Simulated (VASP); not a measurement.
**AlFe3: single point with PBEsol**

Crystal: AlFe3.

```
Fe Al
1.0
     0.00000    2.90626    2.90626
     2.90626    0.00000    2.90626
     2.90626    2.90626    0.00000
Fe Al
3 1
Cartesian
  4.3594 4.3594 4.3594
  1.4531 1.4531 1.4531
  2.9063 2.9063 2.9063
  0.0000 0.0000 0.0000
```

```
Program                : VASP 6.6.1
Task                   : single point
Functional             : PBEsol
Potentials or basis    : VASP PAW PBE potentials, release 64 (Fe, Al)
Cutoff                 : 520 eV
k mesh                 : 8 × 8 × 8
Occupations            : fermi-dirac, width 0.05 eV
Spin                   : collinear spin, ferromagnetic start
Starting moments       : [3.0, 3.0, 3.0, 0.0] μB
Dipole correction      : no
Further INCAR settings : ALGO = Normal; EDIFF = 1e-06; NBANDS = 26
```

The pressure is -12.4 GPa, the net moment is 6.12 μB per cell and the site moments are Fe +1.95, +2.39 (each value once); Al -0.06 μB. The valence electrons inside the program's atomic spheres are Fe 7.23, 7.16 (each value once); Al 0.82.

Levels at points of the mesh, in eV from the Fermi level:
Spin up:
```
           k point  band 13  band 14  band 15  band 16  band 17  band 18  band 19  band 20
(0.00, 0.00, 0.00)    -0.96    -0.96    -0.64    -0.64     5.42     5.42     5.42     5.68
(0.50, 0.00, 0.00)    -1.14    -1.14    -0.76    -0.76    -0.35     4.41     4.41     4.62
(0.50, 0.50, 0.00)    -1.02    -0.95    -0.95    -0.67    -0.57    -0.57    -0.02     4.42
```
Spin down:
```
           k point  band 8  band 9  band 10  band 11  band 12  band 13  band 14  band 15
(0.00, 0.00, 0.00)   -1.12   -1.12     0.89     0.89     0.89     1.50     1.50     1.56
(0.50, 0.00, 0.00)   -1.05   -1.05    -0.24    -0.10    -0.10     1.28     1.28     1.48
(0.50, 0.50, 0.00)   -1.15   -0.97    -0.01    -0.01     0.31     0.84     1.10     1.46
```

Run time: 29 s on 1 thread of Intel(R) Xeon(R) 6975P-C (Granite Rapids), on a shared host, peak memory 0.23 GiB.

Caveat: the cell stands under tension; the PAW data sets were made with another functional, which shifts forces and pressure a little.
